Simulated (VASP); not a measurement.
# TaAs (I4_1md) in VASP: single point with PBE

Aim: the single point of TaAs with PBE.

Program: VASP 6.6.1. These are calculated values, not measurements. Logs are shortened: lines on timing, memory, paths and dates and some standing lists are left out, and cuts for length are marked.

## Step 1: The cell of the first run

The structure is tetragonal, space group I4_1md (No. 109). The conventional cell has a = 3.463 Å, b = 3.463 Å, c = 11.734 Å, α = 90.00°, β = 90.00°, γ = 90.00°. Ta (site symmetry 2mm) has 6 As at 2.62 to 2.63 Å and 8 Ta at 3.41 to 3.46 Å within 3.5 Å. Within 3.5 Å of As (site symmetry 2mm) lie 6 Ta at 2.62 to 2.63 Å and 8 As at 3.41 to 3.46 Å.

## Step 2: Single point, PBE

The input, INCAR:

```
SYSTEM = TaAs
ALGO = Normal
EDIFF = 1E-6
ENCUT = 520
GGA = PE
ISIF = 2
ISMEAR = 1
LASPH = .TRUE.
LCHARG = .TRUE.
LELF = .TRUE.
LREAL = .FALSE.
LVHAR = .TRUE.
LWAVE = .FALSE.
NBANDS = 24
NELM = 100
PREC = Accurate
SIGMA = 0.2
```

The input, KPOINTS:

```
k-points
0
G
  18 18 18
  0 0 0
```

The input, POSCAR:

```
TaAs
1.0
   -1.7314434499      1.7314434499      5.8669907032
    1.7314434499     -1.7314434499      5.8669907032
    1.7314434499      1.7314434499     -5.8669907032
Ta As
2 2
Direct
    0.5001744806      1.0001744806      0.5000000000
    0.7501744806      0.7501744806      0.0000000000
    0.0824249394      0.5824249394      0.5000000000
    0.3324249394      0.3324249394      0.0000000000
```

Potentials or basis: VASP PAW PBE potentials, release 64 (Ta_pv, As).

The run is started by

```console
$ cat potpaw_PBE.64/Ta_pv/POTCAR potpaw_PBE.64/As/POTCAR > POTCAR
$ mpirun -np 1 vasp_std > vasp.out
```

OUTCAR:

```text
SYSTEM = TaAs
   EDIFF = 1E-6
   ENCUT = 520
   GGA = PE
   ISIF = 2
   ISMEAR = 1
   LASPH = .TRUE.
   LREAL = .FALSE.
   NELM = 100
   PREC = Accurate

 ion  position               nearest neighbor table
   1  0.500  0.000  0.500-   4 2.62   4 2.62   3 2.63   3 2.63   3 2.63   3 2.63   2 3.41   2 3.41
                             2 3.41   2 3.41
   2  0.750  0.750  0.000-   3 2.62   3 2.62   4 2.63   4 2.63   4 2.63   4 2.63   1 3.41   1 3.41
                             1 3.41   1 3.41
   3  0.082  0.582  0.500-   2 2.62   2 2.62   1 2.63   1 2.63   1 2.63   1 2.63
   4  0.332  0.332  0.000-   1 2.62   1 2.62   2 2.63   2 2.63   2 2.63   2 2.63

  LATTYP: Found a body centered tetragonal cell.
 ALAT       =     3.4628868998
 C/A-ratio  =     3.3884968657

  Lattice vectors:

 A1 = (  -1.7314434499,   1.7314434499,   5.8669907032)
 A2 = (   1.7314434499,  -1.7314434499,   5.8669907032)
 A3 = (   1.7314434499,   1.7314434499,  -5.8669907032)

Analysis of symmetry for initial positions (statically):
=====================================================================
 Subroutine PRICEL returns:
 Original cell was already a primitive cell.

 Routine SETGRP: Setting up the symmetry group for a
 body centered tetragonal supercell.

 Subroutine GETGRP returns: Found  8 space group operations
 (whereof  4 operations were pure point group operations)
 out of a pool of 16 trial point group operations.

The static configuration has the point symmetry C_2v.
 The point group associated with its full space group is C_4v.

Analysis of symmetry for dynamics (positions and initial velocities):
=====================================================================
 Subroutine PRICEL returns:
 Original cell was already a primitive cell.

 Routine SETGRP: Setting up the symmetry group for a
 body centered tetragonal supercell.

 Subroutine GETGRP returns: Found  8 space group operations
 (whereof  4 operations were pure point group operations)
 out of a pool of 16 trial point group operations.

The dynamic configuration has the point symmetry C_2v.
 The point group associated with its full space group is C_4v.

 Subroutine INISYM returns: Found  8 space group operations
 (whereof  4 operations are pure point group operations),
 and found     1 'primitive' translations

[... 97 lines left out ...]
   NELM   =    100;   NELMIN=  2; NELMDL= -5     # of ELM steps
   EDIFF  = 0.1E-05   stopping-criterion for ELM
   LREAL  =      F    real-space projection
   EDIFFG = 0.1E-04   stopping-criterion for IOM
   NSW    =      0    number of steps for IOM
   IBRION =     -1    ionic relax: 0-MD 1-quasi-New 2-CG
   NFREE  =      0    steps in history (QN), initial steepest desc. (CG)
   ISIF   =      2    stress and relaxation
   ISYM   =      2    0-nonsym 1-usesym 2-fastsym
   POTIM  = 0.5000    time-step for ionic-motion
   TEBEG  =    0.0;   TEEND  =   0.0 temperature during run
   PSTRESS=    0.0 pullay stress
   NELECT =      32.0000    total number of electrons
   NUPDOWN=      -1.0000    fix difference up-down
   EMIN   =  10.00;   EMAX   =-10.00  energy-range for DOS
   EFERMI =   0.00;   METHOD = LEGACY
   ISMEAR =     1;   SIGMA  =   0.20  broadening in eV -4-tet -1-fermi 0-gaus
   EFERMI_NEDOS =   21; number of points for ismear=-14 and -15
   IALGO  =     38    algorithm
   IMIX   =      4    mixing-type and parameters
     AMIX     =   0.40;   BMIX     =  1.00
     AMIX_MAG =   1.60;   BMIX_MAG =  1.00
  volume/ion in A,a.u.               =      17.59       118.69
  Fermi-wavevector in a.u.,A,eV,Ry     =   1.259005  2.379175 21.566511  1.585094
  Thomas-Fermi vector in A             =   2.392586
   LORBIT       =      0    0 simple, 1 ext, 2 COOP (PROOUT), +10 PAW based schemes
   GGA     = PE    functional components
   LHFCALC =     F    Hartree Fock is set to
   AEXX    =    0.0000 exact exchange contribution
   IVDW    =     0    specifies the selected vdW correction
   LEPSILON=     F    determine dielectric tensor
   LRPA    =     F    only Hartree local field effects (RPA)
 non-spin polarized calculation
 Methfessel and Paxton  Order N= 1 SIGMA  =   0.20
  energy-cutoff  :      520.00
  volume of cell :       70.35
 maximum number of plane-waves:      1930
   NGX = 23   NGY = 23   NGZ = 23

 number of electron      32.0000002 magnetization

 Free energy of the ion-electron system (eV)
  ---------------------------------------------------
  ext. energy  EPLUGINS =         0.00000000
  ---------------------------------------------------
  free energy    TOTEN  =       -35.11641123 eV

  energy without entropy =      -35.11998832  energy(sigma->0) =      -35.11760360

 E-fermi :   6.8845     XC(G=0): -11.8562

 val. band max:        6.8803751441   @ k =  -0.1111  -0.4444   0.1111
 cond. band min:       6.8871889625   @ k =  -0.1111   0.5000   0.1111
 fundamental gap:      0.0068138183
 Fermi energy:         6.8844838053

 k-point     1 :       0.0000    0.0000    0.0000
  band No.  band energies     occupation
      1     -28.1307      2.00000
      2     -28.1001      2.00000
      3     -28.1001      2.00000
      4     -27.9547      2.00000
      5     -27.9547      2.00000
      6     -27.9010      2.00000
[... 637 lines left out ...]
     23      11.4558      0.00000
     24      12.1778      0.00000

 [... further k-points ...]

------------------------ aborting loop because EDIFF is reached ----------------------------------------

  FORCE on cell =-STRESS in cart. coord.  units (eV):
  Direction    XX          YY          ZZ          XY          YZ          ZX
  --------------------------------------------------------------------------------------
  -------------------------------------------------------------------------------------
  Total        0.2055957      0.2055957      0.1535734      0.0000000      0.0000000      0.0000000
  in kB        4.6820138      4.6820138      3.4973144      0.0000000      0.0000000      0.0000000
  external PRESSURE =       4.2871140 kB  Pullay stress =       0.0000000 kB

 VOLUME and BASIS-vectors are now :
 -----------------------------------------------------------------------------
  energy-cutoff  :      520.00
  volume of cell :       70.35
      direct lattice vectors                 reciprocal lattice vectors
    -1.731443450  1.731443450  5.866990703     0.000000000  0.288776396  0.085222566
     1.731443450 -1.731443450  5.866990703     0.288776396  0.000000000  0.085222566
     1.731443450  1.731443450 -5.866990703     0.288776396  0.288776396  0.000000000

 POSITION                                       TOTAL-FORCE (eV/Angst)
 -----------------------------------------------------------------------------------
      0.00000      1.73144      0.00205         0.000000      0.000000      0.002045
      0.00000      0.00000      8.80253         0.000000      0.000000      0.002045
      1.73144      0.00000      0.96717        -0.000000     -0.000000     -0.002045
      0.00000      0.00000      3.90067        -0.000000     -0.000000     -0.002045
 -----------------------------------------------------------------------------------
    total drift:                                0.000000      0.000000     -0.000025

  FREE ENERGIE OF THE ION-ELECTRON SYSTEM (eV)
  ---------------------------------------------------
  free  energy   TOTEN  =       -35.1164112343 eV

  energy  without entropy=      -35.1199883235  energy(sigma->0) =      -35.11760360
```

OSZICAR:

```text
N       E                     dE             d eps       ncg     rms          rms(c)
DAV:   1     0.238805639502E+03    0.23881E+03   -0.16489E+04 23056   0.129E+03
DAV:   2    -0.270678379566E+02   -0.26587E+03   -0.25432E+03 26968   0.348E+02
DAV:   3    -0.368094330520E+02   -0.97416E+01   -0.95276E+01 30304   0.607E+01
DAV:   4    -0.369404031152E+02   -0.13097E+00   -0.13081E+00 26112   0.718E+00
DAV:   5    -0.369419821085E+02   -0.15790E-02   -0.15784E-02 30400   0.695E-01    0.206E+01
DAV:   6    -0.352185772430E+02    0.17234E+01   -0.42458E+00 27560   0.129E+01    0.863E+00
DAV:   7    -0.351317232602E+02    0.86854E-01   -0.40733E-01 30568   0.409E+00    0.266E+00
DAV:   8    -0.351164965421E+02    0.15227E-01   -0.31984E-02 26080   0.854E-01    0.239E-01
DAV:   9    -0.351163872239E+02    0.10932E-03   -0.26121E-03 29504   0.276E-01    0.124E-01
DAV:  10    -0.351164206919E+02   -0.33468E-04   -0.31924E-04 27168   0.140E-01    0.191E-02
DAV:  11    -0.351164146666E+02    0.60252E-05   -0.12592E-05 29736   0.245E-02    0.121E-02
DAV:  12    -0.351164111055E+02    0.35612E-05   -0.46402E-06 28120   0.160E-02    0.201E-03
DAV:  13    -0.351164112343E+02   -0.12877E-06   -0.18417E-07 15280   0.306E-03
   1 F= -.35116411E+02 E0= -.35117604E+02  d E =0.357709E-02
```

Run time: 17 min. Hardware: 1 thread of AMD EPYC 9R45 (Zen 5), shared host; peak memory 0.85 GiB.

Results:

- Free energy: -35.1164 eV
- Pressure: 0.4 GPa
- Band gap on the k mesh: zero (bands 16 and 17 overlap by 0.02 eV)

Forces on the atoms (eV/Å):
```
Ta   0.000  0.000  0.002
Ta   0.000  0.000  0.002
As   0.000  0.000 -0.002
As   0.000  0.000 -0.002
```

Stress tensor (GPa, compression positive):
```
0.47 0.00 0.00
0.00 0.47 0.00
0.00 0.00 0.35
```

Levels at points of the mesh, in eV from the Fermi level:
| k point | band 14 | band 15 | band 16 | band 17 | band 18 | band 19 |
| --- | --- | --- | --- | --- | --- | --- |
| (0.00, 0.00, 0.00) | -1.91 | -1.65 | -1.65 | 0.86 | 1.52 | 2.30 |
| (0.50, 0.00, 0.00) | -2.30 | -1.55 | -0.26 | 0.11 | 1.35 | 2.21 |
| (0.50, 0.50, 0.00) | -3.18 | -1.14 | -1.14 | 2.72 | 2.72 | 3.00 |
| (0.50, 0.50, 0.50) | -2.77 | -0.97 | -0.97 | 1.17 | 1.17 | 2.25 |

Caveat: spin-orbit coupling is left out, which moves the levels of the heavy elements.
